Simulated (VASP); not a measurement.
A run of VASP 6.6.1 is set up as follows.

Contents of INCAR:

```
PREC = Accurate
ENCUT = 520
EDIFF = 1E-6
ISMEAR = -1
SIGMA = 0.1
LREAL = F
LASPH = T
NELM = 60
ALGO = Normal
ISIF = 2
LWAVE = F
LCHARG = F
NBANDS = 17
```

Contents of KPOINTS:

```
Automatic mesh
0
Gamma
  12 12 12
```

Contents of POSCAR:

```
SnTe
1.0
    0.0000000000      3.0134773529      3.0134773529
    3.0134773529      0.0000000000      3.0134773529
    3.0134773529      3.0134773529      0.0000000000
Sn Te
1 1
Direct
    0.0000000000      0.0000000000      0.0000000000
    0.2500000000      0.2500000000      0.2500000000
```

Potentials or basis: VASP PAW LDA potentials, release 64 (Sn_d, Te).

Launch:

```console
$ cat potpaw_LDA.64/Sn_d/POTCAR potpaw_LDA.64/Te/POTCAR > POTCAR
$ mpirun -np 1 vasp_std > vasp.out
```

Problem. Predict the band gap on the k mesh.

Solution. Zero (bands 10 and 11 overlap by 2.37 eV).

Problem. What does it give for the pressure?

Solution. 30.8 GPa.

Caveat: the cell stands under pressure; spin-orbit coupling is left out, which moves the levels of the heavy elements.
